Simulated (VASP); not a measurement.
Input of a VASP 6.6.1 run:

Contents of INCAR:

```
SYSTEM = N
PREC = Accurate
ENCUT = 600
EDIFF = 1E-6
ISMEAR = 0
SIGMA = 0.1
LREAL = .FALSE.
LASPH = .TRUE.
NELM = 120
ALGO = Normal
ISIF = 2
LWAVE = .FALSE.
LCHARG = .FALSE.
GGA = CA
NBANDS = 8
GGA_COMPAT = .FALSE.
```

The input KPOINTS:

```
regular mesh
0
G
  22 22 22
  0 0 0
```

File POSCAR:

```
N
1.0
    0.0000000000      1.5326457367      1.5326457367
    1.5326457367      0.0000000000      1.5326457367
    1.5326457367      1.5326457367      0.0000000000
N
1
Direct
    0.0000000000      0.0000000000      0.0000000000
```

Potentials or basis: VASP PAW LDA potentials, release 64 (N).

Run with:

```bash
$ cat potpaw_LDA.64/N/POTCAR > POTCAR
$ mpirun -np 1 vasp_std > vasp.out
```

(1) Estimate the pressure.

## Answers

(1) -3.9 GPa.

Caveat: the cell differs from its parent crystal (functional LDA, strained).
